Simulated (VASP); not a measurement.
# RbBr (Pm-3m) in VASP: a series of runs, part 2 of 2

VASP 6.6.1. Earlier steps stand in the parts before.

**4. Relaxation of cell and atoms, PBE, target pressure 3 GPa, at which the enthalpy is minimised**

This run uses another cell than the first one, of 35.84 Å³/atom.

File INCAR:

```
ALGO = Normal ; EDIFF = 1E-6
EDIFFG = -0.008 ; ENCUT = 600
GGA = PE ; IBRION = 2
ISIF = 3 ; ISMEAR = 0
LASPH = True ; LCHARG = False
LREAL = False ; LWAVE = False
NELM = 100 ; NSW = 70
PREC = Accurate ; PSTRESS = 30.0
SIGMA = 0.02
```

File KPOINTS:

```
k-points
0
Gamma
  6 6 6
```

File POSCAR:

```
RbBr
1.0
    4.1540015609      0.0000000000      0.0000000000
    0.0000000000      4.1540015609      0.0000000000
    0.0000000000      0.0000000000      4.1540015609
Rb Br
1 1
Direct
    0.0000000000      0.0000000000      0.0000000000
    0.5000000000      0.5000000000      0.5000000000
```

Potentials or basis: VASP PAW PBE potentials, release 64 (Rb_sv, Br).

The run is started by

```sh
$ cat potpaw_PBE.64/Rb_sv/POTCAR potpaw_PBE.64/Br/POTCAR > POTCAR
$ mpirun -np 1 vasp_std > vasp.out
```

OUTCAR:

```text
EDIFF = 1E-6
   EDIFFG = -0.008
   ENCUT = 600
   GGA = PE
   IBRION = 2
   ISIF = 3
   ISMEAR = 0
   LASPH = True
   LREAL = False
   NELM = 100
   NSW = 70
   PREC = Accurate
   PSTRESS = 30.0

 ion  position               nearest neighbor table
   1  0.000  0.000  0.000-   2 3.60   2 3.60   2 3.60   2 3.60   2 3.60   2 3.60   2 3.60   2 3.60

   2  0.500  0.500  0.500-   1 3.60   1 3.60   1 3.60   1 3.60   1 3.60   1 3.60   1 3.60   1 3.60

  LATTYP: Found a simple cubic cell.
 ALAT       =     4.1540015609

  Lattice vectors:

 A1 = (   4.1540015609,   0.0000000000,   0.0000000000)
 A2 = (   0.0000000000,   4.1540015609,   0.0000000000)
 A3 = (   0.0000000000,   0.0000000000,   4.1540015609)

Analysis of symmetry for initial positions (statically):
=====================================================================
 Subroutine PRICEL returns:
 Original cell was already a primitive cell.

 Routine SETGRP: Setting up the symmetry group for a
 simple cubic supercell.

 Subroutine GETGRP returns: Found 48 space group operations
 (whereof 48 operations were pure point group operations)
 out of a pool of 48 trial point group operations.

The static configuration has the point symmetry O_h .

Analysis of symmetry for dynamics (positions and initial velocities):
=====================================================================
 Subroutine PRICEL returns:
 Original cell was already a primitive cell.

 Routine SETGRP: Setting up the symmetry group for a
 simple cubic supercell.

 Subroutine GETGRP returns: Found 48 space group operations
 (whereof 48 operations were pure point group operations)
 out of a pool of 48 trial point group operations.

The dynamic configuration has the point symmetry O_h .

 Subroutine INISYM returns: Found 48 space group operations
 (whereof 48 operations are pure point group operations),
 and found     1 'primitive' translations

----------------------------------------------------------------------------------------

                                     Primitive cell

  volume of cell :      71.6803
[... 97 lines left out ...]
   EMIN   =  10.00;   EMAX   =-10.00  energy-range for DOS
   EFERMI =   0.00;   METHOD = LEGACY
   ISMEAR =     0;   SIGMA  =   0.02  broadening in eV -4-tet -1-fermi 0-gaus
   EFERMI_NEDOS =   21; number of points for ismear=-14 and -15
   IALGO  =     38    algorithm
   IMIX   =      4    mixing-type and parameters
     AMIX     =   0.40;   BMIX     =  1.00
     AMIX_MAG =   1.60;   BMIX_MAG =  1.00
  volume/ion in A,a.u.               =      35.84       241.86
  Fermi-wavevector in a.u.,A,eV,Ry     =   0.993074  1.876637 13.418004  0.986195
  Thomas-Fermi vector in A             =   2.124930
   LORBIT       =      0    0 simple, 1 ext, 2 COOP (PROOUT), +10 PAW based schemes
   GGA     = PE    functional components
   LHFCALC =     F    Hartree Fock is set to
   AEXX    =    0.0000 exact exchange contribution
   IVDW    =     0    specifies the selected vdW correction
   LEPSILON=     F    determine dielectric tensor
   LRPA    =     F    only Hartree local field effects (RPA)
 conjugate gradient relaxation of ions
 non-spin polarized calculation
 Gauss-broadening in eV      SIGMA  =   0.02
  energy-cutoff  :      600.00
  volume of cell :       71.68
 maximum number of plane-waves:      2440
 NGX is ok and might be reduce to    36
   NGX = 17   NGY = 17   NGZ = 17

--------------------------------------- Ionic step        1  -------------------------------------------

 number of electron      16.0000001 magnetization

 Free energy of the ion-electron system (eV)
  ---------------------------------------------------
  ext. energy  EPLUGINS =         0.00000000
  ---------------------------------------------------
  free energy    TOTEN  =        -6.00163931 eV

  energy without entropy =       -6.00163931  energy(sigma->0) =       -6.00163931

------------------------ aborting loop because EDIFF is reached ----------------------------------------

  FORCE on cell =-STRESS in cart. coord.  units (eV):
  Direction    XX          YY          ZZ          XY          YZ          ZX
  --------------------------------------------------------------------------------------
  -------------------------------------------------------------------------------------
  Total        0.2201270      0.2201270      0.2201270     -0.0000000     -0.0000000      0.0000000
  in kB        4.9202130      4.9202130      4.9202130     -0.0000000     -0.0000000      0.0000000
  external PRESSURE =     -25.0797870 kB  Pullay stress =      30.0000000 kB
[... 101 lines left out ...]
--------------------------------------- Ionic step        4  -------------------------------------------

 number of electron      15.9999999 magnetization

 Free energy of the ion-electron system (eV)
  ---------------------------------------------------
  ext. energy  EPLUGINS =         0.00000000
  ---------------------------------------------------
  free energy    TOTEN  =        -5.92194086 eV

  energy without entropy =       -5.92194086  energy(sigma->0) =       -5.92194086

 E-fermi :  -0.0542     XC(G=0):  -8.3487

 val. band max:       -0.1689493188   @ k =   0.5000   0.5000   0.0000
 cond. band min:       4.2709737114   @ k =   0.0000   0.0000   0.0000
 fundamental gap:      4.4399230302
 Fermi energy:        -0.0541648643

 k-point     1 :       0.0000    0.0000    0.0000
  band No.  band energies     occupation
      1     -25.1497      2.00000
      2     -12.9620      2.00000
      3      -9.1140      2.00000
      4      -9.1140      2.00000
      5      -9.1140      2.00000
      6      -0.3226      2.00000
      7      -0.3226      2.00000
      8      -0.3226      2.00000
      9       4.2710      0.00000
     10       5.2796      0.00000
     11       5.2796      0.00000
     12      10.0186      0.00000
[... 316 lines left out ...]
  energy  without entropy=       -5.9219408558  energy(sigma->0) =       -5.92194086

  enthalpy is  TOTEN    =        -4.7278158323 eV   P V=        1.1941250235

 reached required accuracy - stopping structural energy minimisation
```

OSZICAR:

```text
N       E                     dE             d eps       ncg     rms          rms(c)
DAV:   1     0.929837401784E+02    0.92984E+02   -0.75192E+03   480   0.130E+03
DAV:   2    -0.865801782672E-01   -0.93070E+02   -0.86912E+02   676   0.194E+02
DAV:   3    -0.612092062998E+01   -0.60343E+01   -0.60119E+01   596   0.560E+01
[... 32 lines left out ...]
DAV:   2    -0.592204984546E+01    0.44033E-03   -0.83483E-04   556   0.206E-01    0.518E-02
DAV:   3    -0.592193475385E+01    0.11509E-03   -0.39697E-04   624   0.129E-01    0.158E-02
DAV:   4    -0.592193807322E+01   -0.33194E-05   -0.13391E-05   628   0.212E-02    0.789E-03
DAV:   5    -0.592194010537E+01   -0.20322E-05   -0.16130E-06   544   0.946E-03    0.381E-03
DAV:   6    -0.592194085577E+01   -0.75040E-06   -0.33546E-07   260   0.534E-03
   4 F= -.47278158E+01 E0= -.47278158E+01  d E =-.683561E-01
```

CONTCAR:

```text
RbBr
   1.00000000000000
     3.9952722210806932    0.0000000000000000    0.0000000000000000
    -0.0000000000000000    3.9952722210806932   -0.0000000000000000
     0.0000000000000000   -0.0000000000000000    3.9952722210806932
  Rb              Br
     1     1
Direct
     0.0000000000000000    0.0000000000000000    0.0000000000000000
     0.5000000000000000    0.5000000000000000    0.5000000000000000

  0.00000000E+00  0.00000000E+00  0.00000000E+00
  0.00000000E+00  0.00000000E+00  0.00000000E+00
```

It took 2.2 min on 1 thread of Intel Xeon 8259CL, shared host; peak memory 0.23 GiB.

What came out:

| Item | Value |
| --- | --- |
| Free energy | -5.9219 eV |
| Relaxed volume | 31.89 Å³/atom |
| Relaxed cell | a = 3.995 Å, b = 3.995 Å, c = 3.995 Å, α = 90.00°, β = 90.00°, γ = 90.00° |
| Space group after relaxing (to 0.1 Å) | Pm-3m (No. 221) |
| Energy change on relaxing (the run minimises the enthalpy) | +39.8 meV/atom |
| Ionic steps | 4 |
| Pressure after relaxing | 3.0 GPa |
| Band gap on the k mesh | 4.44 eV (least direct gap 4.59 eV) |

The path:
```
step  energy change (eV)  largest force (eV/Å)  pressure (GPa)  volume (Å³)
   1              0.0000                0.0000            0.49        71.68
   2              0.0440                0.0000            2.12        66.02
   3              0.0767                0.0000            2.93        63.93
   4              0.0797                0.0000            3.01        63.77
```

Final structure:
```cif
data_structure
_symmetry_space_group_name_H-M 'P 1'
_symmetry_Int_Tables_number 1
_cell_length_a 3.9953
_cell_length_b 3.9953
_cell_length_c 3.9953
_cell_angle_alpha 90.000
_cell_angle_beta 90.000
_cell_angle_gamma 90.000
_cell_volume 63.77
loop_
_atom_site_label
_atom_site_type_symbol
_atom_site_fract_x
_atom_site_fract_y
_atom_site_fract_z
_atom_site_occupancy
Rb1 Rb 0.00000 0.00000 0.00000 1
Br1 Br 0.50000 0.50000 0.50000 1
```

Caveat: the cell is relaxed towards a set pressure, so the run minimises the enthalpy, not the energy. A k mesh can miss the band edges.

**5. The runs side by side**

| cell | k mesh | gap on the mesh (eV) | pressure (GPa) |
| --- | --- | --- | --- |
| relaxed to 8 GPa from a = 3.888 Å, 2 atoms | 6 × 6 × 6 | 5.06 | 8.0 |
| relaxed to 60 GPa from a = 3.397 Å, 2 atoms | 8 × 8 × 8 | 3.22 | 60.0 |
| relaxed to 3 GPa from a = 4.154 Å, 2 atoms | 6 × 6 × 6 | 4.44 | 3.0 |

Alike in all rows: task relaxation of cell and atoms; level PBE; potentials or basis VASP PAW PBE potentials, release 64 (Rb_sv, Br); no spin polarisation; cutoff (eV) 600; smearing gaussian 0.02 eV.

Caveats: the cell is relaxed towards a set pressure, so the run minimises the enthalpy, not the energy.

Absolute energies hang on the potentials; compare differences alone.
